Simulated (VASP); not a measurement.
Set up this calculation in VASP 6.6.1, as the native input.

| Quantity | Value |
| --- | --- |
| Task | relaxation of cell and atoms |
| Functional | PBE |
| Potentials or basis | VASP PAW PBE potentials, release 64 (Mg, Ge_d, N) |
| Cutoff | 600 eV |
| k mesh | 6 × 6 × 4 |
| Occupations | gaussian, width 0.1 eV |
| Spin | no spin polarisation |
| Dipole correction | no |
| Further INCAR settings | ALGO = Normal; EDIFF = 1e-06; IBRION = 2; EDIFFG = -0.04; NSW = 90; ISIF = 3 |

The structure of Mg2Ge2N lies in POSCAR:

```
Mg2Ge2N
1.0
    3.0015703400      0.0000000000      0.0000000000
   -1.5007851700      2.5994361700      0.0000000000
    0.0000000000      0.0000000000      7.0022811100
Mg Ge N
2 2 1
Direct
    0.3333333300      0.6666666700      0.0000000000
    0.6666666700      0.3333333300      0.0000000000
    0.3333333300      0.6666666700      0.5000000000
    0.6666666700      0.3333333300      0.5000000000
    0.0000000000      0.0000000000      0.0000000000
```

One way to write it, as run:

INCAR

```
  ALGO = Normal
  EDIFF = 1E-6
  EDIFFG = -0.04
  ENCUT = 600
  GGA = PE
  IBRION = 2
  ISIF = 3
  ISMEAR = 0
  LASPH = True
  LCHARG = False
  LREAL = False
  LWAVE = False
  NELM = 60
  NSW = 90
  PREC = Accurate
  SIGMA = 0.1
```

KPOINTS

```
k-points
0
Gamma
  6 6 4
```

Potentials or basis: VASP PAW PBE potentials, release 64 (Mg, Ge_d, N).

The run is started by

```sh
$ cat potpaw_PBE.64/Mg/POTCAR potpaw_PBE.64/Ge_d/POTCAR potpaw_PBE.64/N/POTCAR > POTCAR
$ mpirun -np 1 vasp_std > vasp.out
```

Results of the run:

```
Relaxed volume                         : 17.73 Å³/atom
Relaxed cell                           : a = 4.138 Å, b = 4.138 Å, c = 5.977 Å, α = 90.00°, β = 90.00°, γ = 120.00°
Space group after relaxing (to 0.05 Å) : P6/mmm (No. 191)
Energy gained by relaxing              : 5907.1 meV/atom
Ionic steps                            : 19
Pressure after relaxing                : 0.0 GPa
```

Caveat: the k points lie up to 0.29 Å⁻¹ apart in the final cell; the volume moved by over 15 % at a fixed basis, so the end points are rough.

It took 15 min on 1 thread of Intel(R) Xeon(R) Platinum 8259CL CPU @ 2.50GHz (Skylake/Cascade Lake) (shared host), peak memory 0.21 GiB.
